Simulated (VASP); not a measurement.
Here is a VASP 6.6.1 calculation.

Contents of INCAR:

```
PREC = Accurate
ENCUT = 520
EDIFF = 1E-6
ISMEAR = 0
SIGMA = 0.15
LREAL = F
LASPH = T
NELM = 100
ALGO = Normal
ISIF = 2
LWAVE = F
LCHARG = F
GGA = PE
NBANDS = 38
```

The input KPOINTS:

```
Automatic mesh
0
Gamma
  8 12 8
```

The input POSCAR:

```
SiNi
1.0
    5.1540864102      0.0000000000      0.0000000000
    0.0000000000      3.4261223386      0.0000000000
    0.0000000000      0.0000000000      5.6197139747
Si Ni
4 4
Direct
    0.3212470398      0.7500000000      0.0840781290
    0.1787529602      0.2500000000      0.5840781290
    0.8212470398      0.7500000000      0.4159218710
    0.6787529602      0.2500000000      0.9159218710
    0.0082175838      0.2500000000      0.1884869323
    0.4917824162      0.7500000000      0.6884869323
    0.5082175838      0.2500000000      0.3115130677
    0.9917824162      0.7500000000      0.8115130677
```

Potentials or basis: VASP PAW PBE potentials, release 64 (Si, Ni).

Launch:

```console
$ cat potpaw_PBE.64/Si/POTCAR potpaw_PBE.64/Ni/POTCAR > POTCAR
$ mpirun -np 1 vasp_std > vasp.out
```

(1) Estimate the largest force.

(2) Estimate the band gap on the k mesh.

Results:

(1) 0.100 eV/Å.

(2) zero (band 28 reaches 11.19 eV, above the bottom of band 29 at 9.36 eV).

Caveat: the cell differs from its parent crystal (strain +0.0150 x Voigt [0, 1, 0, 0, 0, 0]).
